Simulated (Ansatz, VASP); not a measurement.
Two plane-wave programs on Ti

The input INCAR:

```
SYSTEM = Ti
PREC = Accurate
ENCUT = 400
EDIFF = 1E-8
ISMEAR = -1
SIGMA = 0.08
LREAL = .FALSE.
LASPH = .TRUE.
NELM = 120
ALGO = Normal
ISIF = 2
LWAVE = .FALSE.
LCHARG = .FALSE.
GGA = PS
LEFG = .TRUE.
NBANDS = 12
GGA_COMPAT = .FALSE.
```

KPOINTS

```
Automatic mesh
0
G
  17 17 17
  0 0 0
```

File POSCAR:

```
Ti
1.0
   -1.6081800000      1.6410000000      1.6410000000
    1.6410000000     -1.6081800000      1.6410000000
    1.6410000000      1.6410000000     -1.6081800000
Ti
1
Direct
    0.0000000000      0.0000000000      0.0000000000
```

Input for Ansatz:

```yaml
crystal:
  lattice:
    - [-1.60818, 1.641, 1.641]
    - [1.641, -1.60818, 1.641]
    - [1.641, 1.641, -1.60818]
  atoms:
    - { symbol: Ti, position: [0.0, 0.0, 0.0] }
kpoints:
  mp_grid: { grid: [17, 17, 17] }
scf:
  occupations: { method: fermi_dirac, width: 0.08 }
hamiltonian:
  xc: pbesol
  pseudopotentials: { kind: paw }
output:
  forces: true
  stress: true
  eigenvalues: true
  efg: { contact_densities: true }
```

Change from the starting cell: equal xy, yz and zx shear strains of +2 %, PAW files.

Alike in both runs: task electric field gradients; functional PBEsol; k mesh 17 × 17 × 17; occupations fermi-dirac, width 0.08 eV; no spin polarisation.

```csv
,VASP,Ansatz
version,VASP 6.6.1,Ansatz 0.2.0
potentials or method,"VASP PAW PBE potentials, release 64 (Ti_sv)","PAW with Ansatz's default frozen-core files, scalar-relativistic"
plane-wave cutoff (eV),400,420
valence electrons in the cell,12,12
```

VASP gave:

```
pressure (GPa)                                                : -7.3
traceless stress, the component that is largest in VASP (GPa) : -0.82
size of Vzz on the site where it differs most (V/Å²)          : 7.9
```

Q: Which values does Ansatz return?

A: Pressure (GPa): -6.5; traceless stress, the component that is largest in VASP (GPa): -0.81; size of Vzz on the site where it differs most (V/Å²): 8.2.

VASP's potentials were made for PBE, not for PBEsol. The functional is the same, so the differences come from potentials, cutoffs and numerics.
